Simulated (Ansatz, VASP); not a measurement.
**Two plane-wave programs on Ta2As3**

```
Ta As
1.0
     4.64116    0.00000    0.00000
    -2.32058    4.01936    0.00000
     0.00000    0.00000    5.18638
Ta As
2 3
Direct
  0.33333 0.66667 0.13139
  0.66667 0.33333 0.86861
  0.00000 0.00000 0.00000
  0.33333 0.66667 0.63747
  0.66667 0.33333 0.36253
```

Alike in both runs: functional PBE; k mesh 12 × 12 × 8; occupations gaussian, width 0.1 eV; no spin polarisation.

Ansatz relaxed the structure, and its values are those at the end. VASP's run is a single point on that final structure, the one shown.

|  | VASP | Ansatz |
| --- | --- | --- |
| version | VASP 6.6.1 | Ansatz 0.2.0 |
| potentials or method | VASP PAW PBE potentials, release 64 (Ta_pv, As), cutoff 520 eV | scalar-relativistic, plane waves, PAW |
| valence electrons in the cell | 37 | 71 |

```tsv
	VASP	Ansatz	Ansatz less VASP
gap on the k mesh at the Fermi level (eV)	none	none	-
pressure (GPa)	0.2	0.0	-0.25
rms of the force components (eV/Å)	0.005	0.001	-0.0037
```

A gap of «none» marks a metal or a gap that the smearing closes. VASP's potentials hold 37 valence electrons a cell and Ansatz's 71, so a difference there can come from the potentials and not from the codes.

Neither program's run includes spin-orbit coupling.
